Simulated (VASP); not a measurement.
# AlN (F-43m) in VASP: a series of runs

AlN is run at these levels: r2SCAN; tasks: single point.

Everything below comes from runs of VASP 6.6.1. Logs are shortened: lines on timing, memory, paths and dates and some standing lists are left out, and cuts for length are marked.

### Step 1. The cell of the first run

The structure is cubic, space group F-43m (No. 216). The conventional cell has a = 4.239 Å, b = 4.239 Å, c = 4.239 Å, α = 90.00°, β = 90.00°, γ = 90.00°. Within 2.4 Å of Al (site symmetry -43m) lie 4 N at 1.84 Å. N (site symmetry -43m) has 4 Al at 1.84 Å within 2.4 Å.

### Step 2. Single point, r2SCAN (strain -3.0%)

POSCAR

```
AlN
1.0
    0.0000000000      2.1193301201      2.1193301201
    2.1193301201      0.0000000000      2.1193301201
    2.1193301201      2.1193301201      0.0000000000
Al N
1 1
Direct
    0.0000000000      0.0000000000      0.0000000000
    0.2500000000      0.2500000000      0.2500000000
```

INCAR.step1

```
SYSTEM = AlN
  PREC = Accurate
  ENCUT = 520
  ISMEAR = 0
  SIGMA = 0.01
  LREAL = .FALSE.
  LASPH = .TRUE.
  NELM = 60
  NBANDS = 11
  GGA = PE
  ALGO = Normal
  EDIFF = 1E-4
  LWAVE = .TRUE.
  LCHARG = .FALSE.
```

INCAR.step2

```
SYSTEM = AlN
  PREC = Accurate
  ENCUT = 520
  EDIFF = 1E-6
  ISMEAR = 0
  SIGMA = 0.01
  LREAL = .FALSE.
  LASPH = .TRUE.
  NELM = 60
  ALGO = Normal
  ISIF = 2
  LWAVE = .FALSE.
  LCHARG = .FALSE.
  METAGGA = R2SCAN
  LMIXTAU = .TRUE.
  NBANDS = 11
  ISTART = 1
```

KPOINTS

```
Automatic mesh
0
G
  10 10 10
  0 0 0
```

Potentials or basis: VASP PAW PBE potentials, release 64 (Al, N).

Command:

```console
$ cat potpaw_PBE.64/Al/POTCAR potpaw_PBE.64/N/POTCAR > POTCAR
$ cp INCAR.step1 INCAR
$ mpirun -np 1 vasp_std > vasp.out
$ cp INCAR.step2 INCAR
$ mpirun -np 1 vasp_std > vasp.out
```

OUTCAR:

```text
SYSTEM = AlN
   PREC = Accurate
   ENCUT = 520
   EDIFF = 1E-6
   ISMEAR = 0
   LREAL = .FALSE.
   LASPH = .TRUE.
   NELM = 60
   ISIF = 2
   METAGGA = R2SCAN
   ISTART = 1

 ion  position               nearest neighbor table
   1  0.000  0.000  0.000-   2 1.84   2 1.84   2 1.84   2 1.84
   2  0.250  0.250  0.250-   1 1.84   1 1.84   1 1.84   1 1.84

  LATTYP: Found a face centered cubic cell.
 ALAT       =     4.2386602402

  Lattice vectors:

 A1 = (   0.0000000000,   2.1193301201,   2.1193301201)
 A2 = (   2.1193301201,   0.0000000000,   2.1193301201)
 A3 = (   2.1193301201,   2.1193301201,   0.0000000000)

Analysis of symmetry for initial positions (statically):
=====================================================================
 Subroutine PRICEL returns:
 Original cell was already a primitive cell.

 Routine SETGRP: Setting up the symmetry group for a
 face centered cubic supercell.

 Subroutine GETGRP returns: Found 24 space group operations
 (whereof 24 operations were pure point group operations)
 out of a pool of 48 trial point group operations.

The static configuration has the point symmetry T_d .

Analysis of symmetry for dynamics (positions and initial velocities):
=====================================================================
 Subroutine PRICEL returns:
 Original cell was already a primitive cell.

 Routine SETGRP: Setting up the symmetry group for a
 face centered cubic supercell.

 Subroutine GETGRP returns: Found 24 space group operations
 (whereof 24 operations were pure point group operations)
 out of a pool of 48 trial point group operations.

The dynamic configuration has the point symmetry T_d .

 Subroutine INISYM returns: Found 24 space group operations
 (whereof 24 operations are pure point group operations),
 and found     1 'primitive' translations

----------------------------------------------------------------------------------------

                                     Primitive cell

  volume of cell :      19.0382

  direct lattice vectors                    reciprocal lattice vectors
     0.000000000  2.119330120  2.119330120    -0.235923604  0.235923604  0.235923604
     2.119330120  0.000000000  2.119330120     0.235923604 -0.235923604  0.235923604
     2.119330120  2.119330120  0.000000000     0.235923604  0.235923604 -0.235923604

  length of vectors
     2.997185399  2.997185399  2.997185399     0.408631669  0.408631669  0.408631669

  position of ions in fractional coordinates (direct lattice)
     0.000000000  0.000000000  0.000000000
     0.250000000  0.250000000  0.250000000

  ion indices of the primitive-cell ions
   primitive index   ion index
                 1           1
                 2           2

----------------------------------------------------------------------------------------

 KPOINTS: Automatic mesh

Automatic generation of k-mesh.
 Grid dimensions read from file:
 generate k-points for:   10   10   10

 Generating k-lattice:

  Cartesian coordinates                     Fractional coordinates (reciprocal lattice)
    -0.023592360  0.023592360  0.023592360     0.100000000  0.000000000  0.000000000
     0.023592360 -0.023592360  0.023592360     0.000000000  0.100000000  0.000000000
     0.023592360  0.023592360 -0.023592360     0.000000000  0.000000000  0.100000000

  Length of vectors
     0.040863167  0.040863167  0.040863167

  Shift w.r.t. Gamma in fractional coordinates (k-lattice)
     0.000000000  0.000000000  0.000000000

 Subroutine IBZKPT returns following result:
 ===========================================

 Found     47 irreducible k-points:

 Following reciprocal coordinates:
            Coordinates               Weight
  0.000000  0.000000  0.000000      1.000000
  0.100000  0.000000  0.000000      8.000000
  0.200000  0.000000  0.000000      8.000000
  0.300000  0.000000  0.000000      8.000000
  0.400000  0.000000  0.000000      8.000000
  0.500000  0.000000  0.000000      4.000000
[... 16 lines left out ...]
  0.300000  0.300000  0.000000      6.000000
  0.400000  0.300000  0.000000     24.000000
 [... further k-points ...]
   k-points           NKPTS =     47   k-points in BZ     NKDIM =     47   number of bands    NBANDS=     11
   number of dos      NEDOS =    301   number of ions     NIONS =      2
   total plane-waves  NPLWV =  13824
   dimension x,y,z NGX =    24 NGY =   24 NGZ =   24
   dimension x,y,z NGXF=    48 NGYF=   48 NGZF=   48
   ions per type =               1   1
   NGX,Y,Z   is equivalent  to a cutoff of  13.31, 13.31, 13.31 a.u.
   NGXF,Y,Z  is equivalent  to a cutoff of  26.62, 26.62, 26.62 a.u.
 SYSTEM =  AlN
   PREC   = accura    normal or accurate (medium, high low for compatibility)
   ISTART =      1    job   : 0-new  1-cont  2-samecut
   ICHARG =      0    charge: 1-file 2-atom 10-const
   ISPIN  =      1    spin polarized calculation?
   LNONCOLLINEAR =      F non collinear calculations
   LSORBIT =      F    spin-orbit coupling
   LASPH  =      T    aspherical Exc in radial PAW
   ENCUT  =  520.0 eV  38.22 Ry    6.18 a.u.   5.57  5.57  5.57*2*pi/ulx,y,z
   NELM   =     60;   NELMIN=  2; NELMDL=  0     # of ELM steps
   EDIFF  = 0.1E-05   stopping-criterion for ELM
   LREAL  =      F    real-space projection
   EDIFFG = 0.1E-04   stopping-criterion for IOM
   NSW    =      0    number of steps for IOM
   IBRION =     -1    ionic relax: 0-MD 1-quasi-New 2-CG
   NFREE  =      0    steps in history (QN), initial steepest desc. (CG)
   ISIF   =      2    stress and relaxation
   ISYM   =      2    0-nonsym 1-usesym 2-fastsym
   POTIM  = 0.5000    time-step for ionic-motion
   TEBEG  =    0.0;   TEEND  =   0.0 temperature during run
   PSTRESS=    0.0 pullay stress
   NELECT =       8.0000    total number of electrons
   NUPDOWN=      -1.0000    fix difference up-down
   EMIN   =  10.00;   EMAX   =-10.00  energy-range for DOS
   EFERMI =   0.00;   METHOD = LEGACY
   ISMEAR =     0;   SIGMA  =   0.01  broadening in eV -4-tet -1-fermi 0-gaus
   EFERMI_NEDOS =   21; number of points for ismear=-14 and -15
   IALGO  =     38    algorithm
   IMIX   =      4    mixing-type and parameters
     AMIX     =   0.40;   BMIX     =  1.00
     AMIX_MAG =   1.60;   BMIX_MAG =  1.00
  volume/ion in A,a.u.               =       9.52        64.24
  Fermi-wavevector in a.u.,A,eV,Ry     =   1.226204  2.317190 20.457412  1.503577
  Thomas-Fermi vector in A             =   2.361214
   LORBIT       =      0    0 simple, 1 ext, 2 COOP (PROOUT), +10 PAW based schemes
   METAGGA = R2SCAN    functional components
   LHFCALC =     F    Hartree Fock is set to
   AEXX    =    0.0000 exact exchange contribution
   IVDW    =     0    specifies the selected vdW correction
   LEPSILON=     F    determine dielectric tensor
   LRPA    =     F    only Hartree local field effects (RPA)
 non-spin polarized calculation
 Gauss-broadening in eV      SIGMA  =   0.01
  energy-cutoff  :      520.00
  volume of cell :       19.04
 maximum number of plane-waves:       532
 NGX is ok and might be reduce to    24
   NGX = 11   NGY = 11   NGZ = 11

 number of electron       7.9999999 magnetization

 Free energy of the ion-electron system (eV)
  ---------------------------------------------------
  ext. energy  EPLUGINS =         0.00000000
  ---------------------------------------------------
  free energy    TOTEN  =       -19.06019687 eV

  energy without entropy =      -19.06019687  energy(sigma->0) =      -19.06019687

 E-fermi :   6.6927     XC(G=0): -11.8342

 val. band max:        6.5658041151   @ k =   0.0000   0.0000   0.0000
 cond. band min:      10.5657241766   @ k =   0.5000   0.5000   0.0000
 fundamental gap:      3.9999200615
 Fermi energy:         6.6927091252

 k-point     1 :       0.0000    0.0000    0.0000
  band No.  band energies     occupation
      1      -9.7179      2.00000
      2       6.5658      2.00000
      3       6.5658      2.00000
      4       6.5658      2.00000
      5      12.3277      0.00000
      6      21.0435      0.00000
      7      21.0435      0.00000
      8      21.0435      0.00000
      9      25.8634      0.00000
     10      25.8634      0.00000
     11      27.7898      0.00000

 k-point     2 :       0.1000    0.0000    0.0000
  band No.  band energies     occupation
      1      -9.5547      2.00000
      2       5.7561      2.00000
      3       6.5133      2.00000
      4       6.5133      2.00000
      5      12.9687      0.00000
      6      20.6585      0.00000
      7      21.1948      0.00000
      8      21.1948      0.00000
      9      24.5710      0.00000
     10      24.5710      0.00000
     11      26.9546      0.00000

 k-point     3 :       0.2000    0.0000    0.0000
  band No.  band energies     occupation
      1      -9.0900      2.00000
      2       4.0552      2.00000
      3       6.3819      2.00000
      4       6.3819      2.00000
      5      14.1288      0.00000
      6      19.8329      0.00000
      7      20.9821      0.00000
      8      20.9821      0.00000
      9      24.1405      0.00000
     10      24.1405      0.00000
     11      26.1168      0.00000

 k-point     4 :       0.3000    0.0000    0.0000
  band No.  band energies     occupation
      1      -8.4141      2.00000
      2       2.2590      2.00000
      3       6.2304      2.00000
      4       6.2304      2.00000
      5      15.0233      0.00000
      6      18.9893      0.00000
      7      20.0801      0.00000
      8      20.0801      0.00000
      9      25.5111      0.00000
     10      25.5111      0.00000
     11      26.1066      0.00000
[... 239 lines left out ...]
 k-point    22 :      -0.2000    0.2000    0.0000
  band No.  band energies     occupation
      1      -8.1918      2.00000
      2       2.6029      2.00000
      3       4.7664      2.00000
      4       6.3172      2.00000
      5      15.6585      0.00000
      6      18.1011      0.00000
      7      19.9188      0.00000
      8      20.5720      0.00000
      9      23.3965      0.00000
     10      27.4982      0.00000
     11      30.2256      0.00000

 k-point    23 :       0.3000    0.3000    0.0000
  band No.  band energies     occupation
      1      -7.9928      2.00000
      2       2.8846      2.00000
      3       5.2400      2.00000
      4       5.2400      2.00000
      5      12.8894      0.00000
      6      17.7842      0.00000
      7      20.5720      0.00000
      8      23.2906      0.00000
      9      23.2906      0.00000
     10      28.8900      0.00000
     11      33.2834      0.00000

 k-point    24 :       0.4000    0.3000    0.0000
  band No.  band energies     occupation
      1      -7.4736      2.00000
      2       2.1748      2.00000
      3       4.7526      2.00000
      4       5.0662      2.00000
      5      12.3629      0.00000
      6      17.6091      0.00000
      7      21.0944      0.00000
      8      23.3065      0.00000
      9      23.9700      0.00000
     10      30.1226      0.00000
     11      33.0454      0.00000

 [... further k-points ...]
[... 5 lines left out ...]
  --------------------------------------------------------------------------------------
  -------------------------------------------------------------------------------------
  Total        2.6888665      2.6888665      2.6888665      0.0000000      0.0000000      0.0000000
  in kB      226.2840785    226.2840785    226.2840785      0.0000000      0.0000000      0.0000000
  external PRESSURE =     226.2840785 kB  Pullay stress =       0.0000000 kB

 VOLUME and BASIS-vectors are now :
 -----------------------------------------------------------------------------
  energy-cutoff  :      520.00
  volume of cell :       19.04
      direct lattice vectors                 reciprocal lattice vectors
     0.000000000  2.119330120  2.119330120    -0.235923604  0.235923604  0.235923604
     2.119330120  0.000000000  2.119330120     0.235923604 -0.235923604  0.235923604
     2.119330120  2.119330120  0.000000000     0.235923604  0.235923604 -0.235923604

 POSITION                                       TOTAL-FORCE (eV/Angst)
 -----------------------------------------------------------------------------------
      0.00000      0.00000      0.00000         0.000000     -0.000000      0.000000
      1.05967      1.05967      1.05967        -0.000000      0.000000     -0.000000
 -----------------------------------------------------------------------------------
    total drift:                                0.000001      0.000001      0.000001

  FREE ENERGIE OF THE ION-ELECTRON SYSTEM (eV)
  ---------------------------------------------------
  free  energy   TOTEN  =       -19.0601968683 eV

  energy  without entropy=      -19.0601968683  energy(sigma->0) =      -19.06019687
```

Run time: 27 s. Hardware: 1 thread of Intel Xeon Platinum 8259CL at 2.50GHz (Skylake/Cascade Lake), shared host; peak memory 0.14 GiB.

Results:

| Property | Result |
| --- | --- |
| Free energy | -19.0602 eV |
| Pressure | 22.6 GPa |
| Band gap on the k mesh | 4.00 eV, indirect (least direct gap 5.76 eV) |

Caveat: the cell differs from its parent crystal (strain -3.0%); the PAW data sets were made with another functional, which shifts forces and pressure a little.

### Step 3. Single point, r2SCAN (strain -2.0%)

POSCAR

```
AlN
1.0
    0.0000000000      2.1411788842      2.1411788842
    2.1411788842      0.0000000000      2.1411788842
    2.1411788842      2.1411788842      0.0000000000
Al N
1 1
Direct
    0.0000000000      0.0000000000      0.0000000000
    0.2500000000      0.2500000000      0.2500000000
```

INCAR.step1

```
SYSTEM = AlN
PREC = Accurate
ENCUT = 520
ISMEAR = 0
SIGMA = 0.01
LREAL = .False.
LASPH = .True.
NELM = 100
NBANDS = 11
GGA = PE
ALGO = Normal
EDIFF = 1E-4
LWAVE = .True.
LCHARG = .False.
```

INCAR.step2

```
SYSTEM = AlN
PREC = Accurate
ENCUT = 520
EDIFF = 1E-7
ISMEAR = 0
SIGMA = 0.01
LREAL = .False.
LASPH = .True.
NELM = 100
ALGO = Normal
ISIF = 2
LWAVE = .False.
LCHARG = .False.
METAGGA = R2SCAN
LMIXTAU = .True.
NBANDS = 11
ISTART = 1
```

KPOINTS

```
regular mesh
0
Gamma
  10 10 10
  0 0 0
```

Potentials or basis: VASP PAW PBE potentials, release 64 (Al, N).

Command:

```console
$ cat potpaw_PBE.64/Al/POTCAR potpaw_PBE.64/N/POTCAR > POTCAR
$ cp INCAR.step1 INCAR
$ mpirun -np 1 vasp_std > vasp.out
$ cp INCAR.step2 INCAR
$ mpirun -np 1 vasp_std > vasp.out
```

It took 28 s on 1 thread of Intel Xeon Platinum 8259CL at 2.50GHz (Skylake/Cascade Lake), shared host; peak memory 0.14 GiB.

It converged, with:

```yaml
Free_energy: -19.1287 eV
Pressure: 14.0 GPa
Band_gap_on_the_k_mesh: 3.98 eV, indirect (least direct gap 5.46 eV)
```

Levels at points of the mesh, in eV from the valence-band top:
```tsv
k point	band 1	band 2	band 3	band 4	band 5	band 6	band 7	band 8	band 9
(0.00, 0.00, 0.00)	-16.09	0.00	0.00	0.00	5.46	14.14	14.14	14.14	19.03
(0.50, 0.00, 0.00)	-13.90	-6.15	-0.49	-0.49	8.79	11.27	12.34	12.34	20.19
(0.50, 0.50, 0.00)	-13.22	-5.14	-1.87	-1.87	3.98	9.86	16.09	17.74	17.74
```

Caveat: the cell differs from its parent crystal (strain -2.0%); the PAW data sets were made with another functional, which shifts forces and pressure a little.

### Step 4. Single point, r2SCAN (strain -1.0%)

POSCAR

```
AlN
1.0
    0.0000000000      2.1630276483      2.1630276483
    2.1630276483      0.0000000000      2.1630276483
    2.1630276483      2.1630276483      0.0000000000
Al N
1 1
Direct
    0.0000000000      0.0000000000      0.0000000000
    0.2500000000      0.2500000000      0.2500000000
```

INCAR.step1

```
SYSTEM = AlN
PREC = Accurate ; ENCUT = 520
ISMEAR = 0 ; SIGMA = 0.01
LREAL = .False. ; LASPH = .True.
NELM = 100 ; NBANDS = 11
GGA = PE ; ALGO = Normal
EDIFF = 1E-4 ; LWAVE = .True.
LCHARG = .False.
```

INCAR.step2

```
SYSTEM = AlN
PREC = Accurate ; ENCUT = 520
EDIFF = 1E-6 ; ISMEAR = 0
SIGMA = 0.01 ; LREAL = .False.
LASPH = .True. ; NELM = 100
ALGO = Normal ; ISIF = 2
LWAVE = .False. ; LCHARG = .False.
METAGGA = R2SCAN ; LMIXTAU = .True.
NBANDS = 11 ; ISTART = 1
```

KPOINTS

```
Automatic mesh
0
Gamma
  10 10 10
  0 0 0
```

Command:

```console
$ cat potpaw_PBE.64/Al/POTCAR potpaw_PBE.64/N/POTCAR > POTCAR
$ cp INCAR.step1 INCAR
$ mpirun -np 1 vasp_std > vasp.out
$ cp INCAR.step2 INCAR
$ mpirun -np 1 vasp_std > vasp.out
```

It took 26 s on 1 thread of Intel Xeon Platinum 8259CL at 2.50GHz (Skylake/Cascade Lake), shared host; peak memory 0.14 GiB.

The run converged. Its results:

```
Free energy            : -19.1677 eV
Pressure               : 6.4 GPa
Band gap on the k mesh : 3.96 eV, indirect (least direct gap 5.17 eV)
```

Levels at points of the mesh, in eV from the valence-band top:
| k point | band 2 | band 3 | band 4 | band 5 | band 6 | band 7 |
| --- | --- | --- | --- | --- | --- | --- |
| (0.00, 0.00, 0.00) | 0.00 | 0.00 | 0.00 | 5.17 | 13.82 | 13.82 |
| (0.50, 0.00, 0.00) | -6.02 | -0.49 | -0.49 | 8.49 | 11.04 | 12.13 |
| (0.50, 0.50, 0.00) | -5.04 | -1.84 | -1.84 | 3.96 | 9.67 | 15.63 |

Caveat: the cell differs from its parent crystal (strain -1.0%); the PAW data sets were made with another functional, which shifts forces and pressure a little.

### Step 5. Summary

```tsv
cell	gap on the mesh (eV)	pressure (GPa)
a = 2.997 Å, angles 60.0°, 2 atoms	4.00	22.6
a = 3.028 Å, angles 60.0°, 2 atoms	3.98	14.0
a = 3.059 Å, angles 60.0°, 2 atoms	3.96	6.4
```

Alike in all rows: task single point; level r2SCAN; potentials or basis VASP PAW PBE potentials, release 64 (Al, N); no spin polarisation; k mesh 10 × 10 × 10; cutoff (eV) 520; smearing gaussian 0.01 eV.

Caveats: the PAW data sets were made with another functional, which shifts forces and pressure a little.

Total energies depend on the potentials used, so only differences within one code and one set of settings carry meaning.
